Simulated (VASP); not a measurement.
# TiB (P6_3mc) in VASP: relaxation of cell and atoms with PBEsol

Aim: the relaxation of cell and atoms of TiB with PBEsol.

Everything below comes from runs of VASP 6.6.1. Logs are shortened: lines on timing, memory, paths and dates and some standing lists are left out, and cuts for length are marked.

## Step 1: The cell of the first run

Symmetry: P6_3mc, No. 186, hexagonal system. The conventional cell has a = 2.971 Å, b = 2.971 Å, c = 4.852 Å, α = 90.00°, β = 90.00°, γ = 120.00°. Ti (site symmetry 3m) has 4 B at 1.82 Å within 2.4 Å. B (site symmetry 3m) has 4 Ti at 1.82 Å within 2.4 Å.

## Step 2: Relaxation of cell and atoms, PBEsol

Contents of INCAR:

```
  ALGO = Normal
  EDIFF = 1E-6
  EDIFFG = -0.05
  ENCUT = 600
  GGA = PS
  IBRION = 2
  ISIF = 3
  ISMEAR = 0
  LASPH = T
  LCHARG = F
  LREAL = F
  LWAVE = F
  NELM = 100
  NSW = 100
  PREC = Accurate
  SIGMA = 0.1
```

Contents of KPOINTS:

```
k-points
0
Gamma
  6 6 4
```

Contents of POSCAR:

```
TiB
1.0
    2.9712630000      0.0000000000      0.0000000000
   -1.4856310000      2.5731890000      0.0000000000
    0.0000000000      0.0000000000      4.8520520000
Ti B
2 2
Direct
    0.0000000000      0.0000000000      0.0000000000
    0.3333333300      0.6666666700      0.5000000000
    0.0000000000      0.0000000000      0.3750000000
    0.3333333300      0.6666666700      0.8750000000
```

Potentials or basis: VASP PAW PBE potentials, release 64 (Ti_sv, B).

Started as:

```sh
$ cat potpaw_PBE.64/Ti_sv/POTCAR potpaw_PBE.64/B/POTCAR > POTCAR
$ mpirun -np 1 vasp_std > vasp.out
```

OUTCAR:

```text
EDIFF = 1E-6
   EDIFFG = -0.05
   ENCUT = 600
   GGA = PS
   IBRION = 2
   ISIF = 3
   ISMEAR = 0
   LASPH = T
   LREAL = F
   NELM = 100
   NSW = 100
   PREC = Accurate

 ion  position               nearest neighbor table
   1  0.000  0.000  0.000-   4 1.82   4 1.82   3 1.82   4 1.82
   2  0.333  0.667  0.500-   3 1.82   3 1.82   4 1.82   3 1.82
   3  0.000  0.000  0.375-   2 1.82   2 1.82   1 1.82   2 1.82
   4  0.333  0.667  0.875-   1 1.82   1 1.82   2 1.82   1 1.82

  LATTYP: Found a hexagonal cell.
 ALAT       =     2.9712630000
 C/A-ratio  =     1.6329931076

  Lattice vectors:

 A1 = (   2.9712630000,   0.0000000000,   0.0000000000)
 A2 = (  -1.4856310000,   2.5731890000,   0.0000000000)
 A3 = (   0.0000000000,   0.0000000000,   4.8520520000)

Analysis of symmetry for initial positions (statically):
=====================================================================
 Subroutine PRICEL returns:
 Original cell was already a primitive cell.

 Routine SETGRP: Setting up the symmetry group for a
 hexagonal supercell.

 Subroutine GETGRP returns: Found 12 space group operations
 (whereof  6 operations were pure point group operations)
 out of a pool of 24 trial point group operations.

The static configuration has the point symmetry C_3v.
 The point group associated with its full space group is C_6v.

Analysis of symmetry for dynamics (positions and initial velocities):
=====================================================================
 Subroutine PRICEL returns:
 Original cell was already a primitive cell.

 Routine SETGRP: Setting up the symmetry group for a
 hexagonal supercell.

 Subroutine GETGRP returns: Found 12 space group operations
 (whereof  6 operations were pure point group operations)
 out of a pool of 24 trial point group operations.

The dynamic configuration has the point symmetry C_3v.
 The point group associated with its full space group is C_6v.

 Subroutine INISYM returns: Found 12 space group operations
 (whereof  6 operations are pure point group operations),
 and found     1 'primitive' translations

----------------------------------------------------------------------------------------

                                     Primitive cell

  volume of cell :      37.0970

  direct lattice vectors                    reciprocal lattice vectors
     2.971263000  0.000000000  0.000000000     0.336557215  0.194311351  0.000000000
    -1.485631000  2.573189000  0.000000000     0.000000000  0.388622833  0.000000000
     0.000000000  0.000000000  4.852052000     0.000000000  0.000000000  0.206098368

  length of vectors
     2.971263000  2.971262543  4.852052000     0.388622774  0.388622833  0.206098368

  position of ions in fractional coordinates (direct lattice)
     0.000000000  0.000000000  0.000000000
     0.333333330  0.666666670  0.500000000
     0.000000000  0.000000000  0.375000000
     0.333333330  0.666666670  0.875000000

  ion indices of the primitive-cell ions
   primitive index   ion index
                 1           1
                 2           2
                 3           3
                 4           4

----------------------------------------------------------------------------------------

 KPOINTS: k-points

Automatic generation of k-mesh.
 Grid dimensions read from file:
 generate k-points for:    6    6    4

 Generating k-lattice:

  Cartesian coordinates                     Fractional coordinates (reciprocal lattice)
     0.056092869  0.032385225  0.000000000     0.166666667 -0.000000000  0.000000000
     0.000000000  0.064770472  0.000000000     0.000000000  0.166666667  0.000000000
     0.000000000  0.000000000  0.051524592     0.000000000  0.000000000  0.250000000

  Length of vectors
     0.064770462  0.064770472  0.051524592

  Shift w.r.t. Gamma in fractional coordinates (k-lattice)
     0.000000000  0.000000000  0.000000000

 Subroutine IBZKPT returns following result:
 ===========================================

 Found     21 irreducible k-points:

 Following reciprocal coordinates:
            Coordinates               Weight
  0.000000  0.000000  0.000000      1.000000
  0.166667  0.000000  0.000000      6.000000
  0.333333  0.000000  0.000000      6.000000
  0.500000  0.000000  0.000000      3.000000
  0.166667  0.166667  0.000000      6.000000
  0.333333  0.166667  0.000000     12.000000
[... 13 lines left out ...]
  0.333333  0.166667  0.500000     12.000000
  0.333333  0.333333  0.500000      2.000000
   k-points           NKPTS =     21   k-points in BZ     NKDIM =     21   number of bands    NBANDS=     19
   number of dos      NEDOS =    301   number of ions     NIONS =      4
   total plane-waves  NPLWV =  23040
   dimension x,y,z NGX =    24 NGY =   24 NGZ =   40
   dimension x,y,z NGXF=    48 NGYF=   48 NGZF=   80
   ions per type =               2   2
   NGX,Y,Z   is equivalent  to a cutoff of  13.43, 13.43, 13.71 a.u.
   NGXF,Y,Z  is equivalent  to a cutoff of  26.86, 26.86, 27.41 a.u.
 SYSTEM =  unknown system
   PREC   = accura    normal or accurate (medium, high low for compatibility)
   ISTART =      0    job   : 0-new  1-cont  2-samecut
   ICHARG =      2    charge: 1-file 2-atom 10-const
   ISPIN  =      1    spin polarized calculation?
   LNONCOLLINEAR =      F non collinear calculations
   LSORBIT =      F    spin-orbit coupling
   LASPH  =      T    aspherical Exc in radial PAW
   ENCUT  =  600.0 eV  44.10 Ry    6.64 a.u.   5.93  5.93  9.69*2*pi/ulx,y,z
   NELM   =    100;   NELMIN=  2; NELMDL= -5     # of ELM steps
   EDIFF  = 0.1E-05   stopping-criterion for ELM
   LREAL  =      F    real-space projection
   EDIFFG = -.5E-01   stopping-criterion for IOM
   NSW    =    100    number of steps for IOM
   IBRION =      2    ionic relax: 0-MD 1-quasi-New 2-CG
   NFREE  =      1    steps in history (QN), initial steepest desc. (CG)
   ISIF   =      3    stress and relaxation
   ISYM   =      2    0-nonsym 1-usesym 2-fastsym
   POTIM  = 0.5000    time-step for ionic-motion
   TEBEG  =    0.0;   TEEND  =   0.0 temperature during run
   PSTRESS=    0.0 pullay stress
   NELECT =      30.0000    total number of electrons
   NUPDOWN=      -1.0000    fix difference up-down
   EMIN   =  10.00;   EMAX   =-10.00  energy-range for DOS
   EFERMI =   0.00;   METHOD = LEGACY
   ISMEAR =     0;   SIGMA  =   0.10  broadening in eV -4-tet -1-fermi 0-gaus
   EFERMI_NEDOS =   21; number of points for ismear=-14 and -15
   IALGO  =     38    algorithm
   IMIX   =      4    mixing-type and parameters
     AMIX     =   0.40;   BMIX     =  1.00
     AMIX_MAG =   1.60;   BMIX_MAG =  1.00
  volume/ion in A,a.u.               =       9.27        62.59
  Fermi-wavevector in a.u.,A,eV,Ry     =   1.525232  2.882270 31.651667  2.326332
  Thomas-Fermi vector in A             =   2.633430
   LORBIT       =      0    0 simple, 1 ext, 2 COOP (PROOUT), +10 PAW based schemes
   GGA     = PS    functional components
   LHFCALC =     F    Hartree Fock is set to
   AEXX    =    0.0000 exact exchange contribution
   IVDW    =     0    specifies the selected vdW correction
   LEPSILON=     F    determine dielectric tensor
   LRPA    =     F    only Hartree local field effects (RPA)
 conjugate gradient relaxation of ions
 non-spin polarized calculation
 Gauss-broadening in eV      SIGMA  =   0.10
  energy-cutoff  :      600.00
  volume of cell :       37.10
 maximum number of plane-waves:      1272
 NGX is ok and might be reduce to    24
   NGX = 11   NGY = 11   NGZ = 19

--------------------------------------- Ionic step        1  -------------------------------------------

 number of electron      30.0000006 magnetization

 Free energy of the ion-electron system (eV)
  ---------------------------------------------------
  ext. energy  EPLUGINS =         0.00000000
  ---------------------------------------------------
  free energy    TOTEN  =       -22.62833491 eV

  energy without entropy =      -22.60835018  energy(sigma->0) =      -22.61834254

------------------------ aborting loop because EDIFF is reached ----------------------------------------

  FORCE on cell =-STRESS in cart. coord.  units (eV):
  Direction    XX          YY          ZZ          XY          YZ          ZX
  --------------------------------------------------------------------------------------
  -------------------------------------------------------------------------------------
  Total       27.5235685     27.5235633     24.1793586      0.0000053     -0.0000000      0.0000000
  in kB     1188.7132252   1188.7130041   1044.2804116      0.0002310     -0.0000000      0.0000000
  external PRESSURE =    1140.5688803 kB  Pullay stress =       0.0000000 kB
[... 23 lines left out ...]
  energy  without entropy=      -22.6083501832  energy(sigma->0) =      -22.61834254

--------------------------------------- Ionic step        2  -------------------------------------------

 number of electron      29.9999993 magnetization

 E-fermi :   2.2452     XC(G=0):  -9.2219

 val. band max:        2.2408716588   @ k =   0.1667   0.1667   0.2500
 cond. band min:       2.2574311626   @ k =   0.3333   0.1667   0.2500
 fundamental gap:      0.0165595037
 Fermi energy:         2.2452277589

 k-point     1 :       0.0000    0.0000    0.0000
  band No.  band energies     occupation
      1     -54.5300      2.00000
      2     -54.5279      2.00000
      3     -30.9074      2.00000
      4     -30.8748      2.00000
      5     -30.8344      2.00000
      6     -30.8344      2.00000
[... 11 lines left out ...]
     18       3.4217      0.00000
     19       3.9915      0.00000
[... 507 lines left out ...]
  FREE ENERGIE OF THE ION-ELECTRON SYSTEM (eV)
  ---------------------------------------------------
  free  energy   TOTEN  =       -28.0682627936 eV

  energy  without entropy=      -28.0398696984  energy(sigma->0) =      -28.05406625

[... ionic steps 4 to 22 ...]

--------------------------------------- Ionic step       23  -------------------------------------------

 number of electron      30.0000016 magnetization

------------------------ aborting loop because EDIFF is reached ----------------------------------------

  FORCE on cell =-STRESS in cart. coord.  units (eV):
  Direction    XX          YY          ZZ          XY          YZ          ZX
  --------------------------------------------------------------------------------------
  -------------------------------------------------------------------------------------
  Total        0.1319631      0.1319631      0.3375029      0.0000000     -0.0000000      0.0000000
  in kB        3.7978261      3.7978250      9.7131475      0.0000011     -0.0000000      0.0000000
  external PRESSURE =       5.7695995 kB  Pullay stress =       0.0000000 kB
[... 61 lines left out ...]
  energy  without entropy=      -29.6353969800  energy(sigma->0) =      -29.64322895

--------------------------------------- Ionic step       25  -------------------------------------------

 number of electron      30.0000016 magnetization

 Free energy of the ion-electron system (eV)
  ---------------------------------------------------
  ext. energy  EPLUGINS =         0.00000000
  ---------------------------------------------------
  free energy    TOTEN  =       -29.65256800 eV

  energy without entropy =      -29.63694542  energy(sigma->0) =      -29.64475671

 E-fermi :   4.9903     XC(G=0): -10.9680

 val. band max:        4.9761614660   @ k =   0.3333   0.3333   0.5000
 cond. band min:       5.0491609170   @ k =   0.3333   0.0000   0.2500
 fundamental gap:      0.0729994510
 Fermi energy:         4.9903465846

 k-point     1 :       0.0000    0.0000    0.0000
  band No.  band energies     occupation
      1     -50.7132      2.00000
      2     -50.6559      2.00000
      3     -27.1553      2.00000
      4     -27.1287      2.00000
      5     -27.1287      2.00000
      6     -27.0210      2.00000
[... 11 lines left out ...]
     18       7.2245      0.00000
     19       8.2115      0.00000
[... 469 lines left out ...]
  FREE ENERGIE OF THE ION-ELECTRON SYSTEM (eV)
  ---------------------------------------------------
  free  energy   TOTEN  =       -29.6525679999 eV

  energy  without entropy=      -29.6369454185  energy(sigma->0) =      -29.64475671

 reached required accuracy - stopping structural energy minimisation
```

Run time: 2.2 min. Hardware: 1 thread of Intel Xeon 6975P-C (Granite Rapids), shared host; peak memory 0.17 GiB.

Results:

```
Free energy                            : -29.6526 eV
Relaxed volume                         : 13.96 Å³/atom
Relaxed cell                           : a = 3.818 Å, b = 3.818 Å, c = 4.422 Å, α = 90.00°, β = 90.00°, γ = 120.00°
Space group after relaxing (to 0.05 Å) : P6_3/mmc (No. 194)
Energy gained by relaxing              : 1756.1 meV/atom
Ionic steps                            : 25
Pressure after relaxing                : 0.1 GPa
Largest force after relaxing           : 0.015 eV/Å
Band gap on the k mesh                 : zero (band 15 reaches 5.39 eV, above the bottom of band 16 at 3.93 eV)
```

Forces in eV/Å, atoms in the order of the input:
```
Ti   0.000  0.000 -0.015
Ti   0.000  0.000 -0.015
B    0.000  0.000  0.015
B    0.000  0.000  0.015
```

Stress tensor (GPa, compression positive):
```
 0.23  0.00  0.00
 0.00  0.23  0.00
 0.00  0.00 -0.28
```

The path:
| step | energy change (eV) | largest force (eV/Å) | pressure (GPa) | volume (Å³) |
| --- | --- | --- | --- | --- |
| 1 | 0.0000 | 0.9572 | 114.06 | 37.10 |
| 2 | -3.0615 | 0.0608 | -21.21 | 85.01 |
| 3 | -5.4399 | 0.0660 | -1.74 | 58.99 |
| 4 | -5.4425 | 0.0722 | -0.69 | 58.49 |
| 5 | -5.4420 | 0.0787 | 0.28 | 57.99 |
| 6 | -5.5688 | 0.7637 | -0.19 | 58.02 |
| 7 | -5.6174 | 1.5261 | 0.12 | 57.95 |
| 8 | -5.6765 | 1.5994 | -0.12 | 57.98 |
| 9 | -5.8751 | 1.7620 | -0.92 | 58.00 |
| 10 | -6.2728 | 2.1272 | -1.16 | 57.77 |
| 11 | -6.0867 | 1.6145 | 8.19 | 56.06 |
| 12 | -6.3792 | 2.6556 | 0.98 | 57.34 |
| 13 | -6.3907 | 2.4955 | 3.60 | 56.79 |
| 14 | -6.4551 | 2.0232 | 3.32 | 56.96 |
| 15 | -6.4713 | 1.3448 | 3.11 | 57.16 |
| 16 | -6.4745 | 1.5462 | 3.11 | 57.11 |
| 17 | -6.5680 | 1.4021 | 2.29 | 57.22 |
| 18 | -6.7857 | 0.9664 | -0.39 | 57.56 |
| 19 | -6.9705 | 0.3543 | -4.24 | 58.13 |
| 20 | -6.9750 | 0.2997 | -4.69 | 58.20 |
| 21 | -6.9941 | 0.2646 | -3.57 | 57.60 |
| 22 | -7.0202 | 0.1687 | -0.35 | 56.07 |
| 23 | -7.0214 | 0.1415 | 0.58 | 55.67 |
| 24 | -7.0227 | 0.1055 | 0.41 | 55.71 |
| 25 | -7.0242 | 0.0145 | 0.06 | 55.82 |

Final structure:
```
CELL_PARAMETERS angstrom
3.81785 0.00000 0.00000
-1.90892 3.30635 0.00000
0.00000 0.00000 4.42208
ATOMIC_POSITIONS crystal
Ti 0.00000 0.00000 0.93773
Ti 0.33333 0.66667 0.43773
B 0.00000 0.00000 0.43727
B 0.33333 0.66667 0.93727
```

Levels at points of the mesh, in eV from the Fermi level:
| k point | band 11 | band 12 | band 13 | band 14 | band 15 | band 16 | band 17 | band 18 | band 19 |
| --- | --- | --- | --- | --- | --- | --- | --- | --- | --- |
| (0.00, 0.00, 0.00) | -0.86 | -0.86 | -0.84 | -0.73 | -0.73 | 1.23 | 1.23 | 2.23 | 3.22 |
| (0.50, 0.00, 0.00) | -2.28 | -0.57 | -0.24 | -0.05 | 0.31 | 0.62 | 1.55 | 1.95 | 2.95 |
| (0.00, 0.00, 0.50) | -1.30 | -1.30 | -1.30 | -1.30 | -1.06 | -1.06 | 3.05 | 3.05 | 3.05 |
| (0.50, 0.00, 0.50) | -2.82 | -2.82 | -0.59 | -0.59 | -0.31 | -0.31 | 2.36 | 2.36 | 2.67 |

Caveat: the k points lie up to 0.36 Å⁻¹ apart in the final cell; the volume moved by over 15 % at a fixed basis, so the end points are rough; the PAW data sets were made with another functional, which shifts forces and pressure a little; the relaxation stopped at a loose force limit of 0.05 eV/Å, so its end isn't a converged minimum.
